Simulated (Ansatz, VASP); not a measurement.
## MgGa6N8 in VASP and in Ansatz

```
Ga N Mg
1.0
    -3.18893   -5.52339    0.00000
     4.78340   -2.76170    0.00000
     0.00000    0.00000    5.19236
Ga N Mg
6 8 1
Direct
  0.49217 0.67731 0.50477
  0.24744 0.12499 0.53793
  0.25069 0.83476 0.99714
  0.99759 0.67202 0.50460
  0.00633 0.33378 0.99069
  0.75316 0.82680 0.00178
  0.49815 0.69041 0.86265
  0.34891 0.39609 0.34063
  0.24736 0.16078 0.87930
  0.24285 0.84410 0.36604
  0.00593 0.66435 0.86790
  0.13892 0.39530 0.33669
  0.76666 0.16023 0.97286
  0.74549 0.70740 0.34284
  0.50834 0.34502 0.99509
```

Alike in both runs: functional LDA; k mesh 2 × 2 × 2; occupations fermi-dirac, width 0.05 eV; no spin polarisation.

Ansatz relaxed the structure, and its values are those at the end. VASP's run is a single point on that final structure, the one shown.

```csv
,VASP,Ansatz
version,VASP 6.6.1,Ansatz 0.2.0
potentials or method,"VASP PAW LDA potentials, release 64 (Ga_d, N, Mg), cutoff 520 eV","scalar-relativistic, plane waves, PAW"
valence electrons in the cell,120,128
```

Ansatz gave:

| Quantity | Value |
| --- | --- |
| rms of the force components (eV/Å) | 0.006 |

**Question.** Which values does VASP return?

**Answer.** rms of the force components (eV/Å): 0.065.

Ansatz warns that its potentials were made for another functional, while VASP's fit it. LDA's correlation is that of Perdew and Zunger in VASP and of Perdew and Wang (1992) in Ansatz. VASP's potentials hold 120 valence electrons a cell and Ansatz's 128, so a difference there can come from the potentials and not from the codes.

The k mesh is coarse, so the values compare programs but aren't converged.
